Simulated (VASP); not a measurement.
## TePb: relaxation of cell and atoms with PBEsol+D3(BJ)

TePb:

```xyz
2
Lattice="4.0023 0.0000 0.0000 0.0000 4.0023 0.0000 0.0000 0.0000 4.0023" Properties=species:S:1:pos:R:3 pbc="T T T"
Pb    0.0000    0.0000    0.0000
Te    2.0011    2.0011    2.0011
```

| Property | Result |
| --- | --- |
| Program | VASP 6.6.1 |
| Task | relaxation of cell and atoms |
| Functional | PBEsol |
| Dispersion | D3(BJ) |
| Potentials or basis | VASP PAW PBE potentials, release 64 (Pb_d, Te) |
| Cutoff | 600 eV |
| k mesh | 7 × 7 × 7 |
| Occupations | fermi-dirac, width 0.05 eV |
| Spin | no spin polarisation |
| Dipole correction | no |
| Further INCAR settings | ALGO = Normal; EDIFF = 1e-07; IBRION = 2; EDIFFG = -0.005; NSW = 80; ISIF = 3 |

The relaxed volume is 28.34 Å³/atom and the relaxed cell is a = 3.841 Å, b = 3.841 Å, c = 3.841 Å, α = 90.00°, β = 90.00°, γ = 90.00°. The space group after relaxing (to 0.1 Å) is Pm-3m (No. 221), the energy gained by relaxing is 61.6 meV/atom and the ionic steps are 16. The pressure after relaxing is 0.0 GPa and the band gap on the k mesh is zero (bands 10 and 11 overlap by 1.13 eV). The dispersion energy per atom is -0.481 eV.

The path:
| step | energy change (eV) | largest force (eV/Å) | pressure (GPa) | volume (Å³) |
| --- | --- | --- | --- | --- |
| 1 | 0.0000 | 0.0000 | -4.41 | 64.11 |
| 2 | -0.1228 | 0.0000 | 0.32 | 56.27 |
| 3 | -0.1232 | 0.0000 | 0.05 | 56.58 |
| 4 | -0.1231 | 0.0000 | -0.07 | 56.73 |
| 5 | -0.1232 | 0.0000 | -0.07 | 56.73 |
| 6 | -0.1232 | 0.0000 | -0.07 | 56.72 |
| 7 | -0.1232 | 0.0000 | -0.06 | 56.72 |
| 8 | -0.1232 | 0.0000 | -0.06 | 56.72 |
| 9 | -0.1232 | 0.0000 | -0.06 | 56.72 |
| 10 | -0.1232 | 0.0000 | -0.06 | 56.72 |
| 11 | -0.1232 | 0.0000 | -0.07 | 56.72 |
| 12 | -0.1232 | 0.0000 | -0.06 | 56.72 |
| 13 | -0.1232 | 0.0000 | -0.06 | 56.72 |
| 14 | -0.1232 | 0.0000 | -0.06 | 56.71 |
| 15 | -0.1232 | 0.0000 | -0.05 | 56.70 |
| 16 | -0.1232 | 0.0000 | -0.03 | 56.68 |

Final structure:
```yaml
crystal:
  lattice:
    - [3.84132, 0.00000, 0.00000]
    - [0.00000, 3.84132, 0.00000]
    - [0.00000, 0.00000, 3.84132]
  atoms:
    - { symbol: Pb, position: [0.00000, 0.00000, 0.00000] }
    - { symbol: Te, position: [0.50000, 0.50000, 0.50000] }
```

Levels at points of the mesh, in eV from the Fermi level:
| k point | band 6 | band 7 | band 8 | band 9 | band 10 | band 11 | band 12 | band 13 | band 14 |
| --- | --- | --- | --- | --- | --- | --- | --- | --- | --- |
| (0.00, 0.00, 0.00) | -12.97 | -6.29 | -1.78 | -1.78 | -1.78 | 3.88 | 3.88 | 6.18 | 6.18 |

It took 2.9 min on 1 thread of Intel Xeon 8259CL, on a shared host, peak memory 0.21 GiB.

Caveat: the PAW data sets were made with another functional, which shifts forces and pressure a little; spin-orbit coupling is left out, which moves the levels of the heavy elements.
